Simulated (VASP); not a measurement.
Runs of VASP 6.6.1 on Mo. The structure is that of space group Pm-3m (No. 221), or close to it. The cells are those of the table. 

```tsv
task	cell	k mesh	cutoff (eV)	gap on the mesh (eV)	pressure (GPa)	relaxed volume (Å³/atom)
relaxation of cell and atoms	relaxed from a = 2.597 Å, 1 atom	16 × 16 × 16	600	none	0.0	17.69
single point	a = 2.553 Å, 1 atom	8 × 8 × 8	520	none	15.0	-
relaxation of cell and atoms	relaxed from a = 2.553 Å, 1 atom	6 × 6 × 6	600	none	0.0	(b)
single point	a = 2.604 Å, 1 atom	16 × 16 × 16	520	none	(a)	-
single point	a = 2.597 Å, 1 atom	6 × 6 × 6	520	none	0.5	-
```

Alike in all rows: level PBE; potentials or basis VASP PAW PBE potentials, release 64 (Mo_sv); no spin polarisation; smearing gaussian 0.1 eV.

Question: Fill in the values left out.

Answer: (a) 0.4; (b) 17.55.

Caveats: some runs use coarse meshes.

A k mesh can miss the band edges, and the runs leave out spin-orbit coupling on Mo.

A gap of «none» marks levels without a gap at the run's occupations.
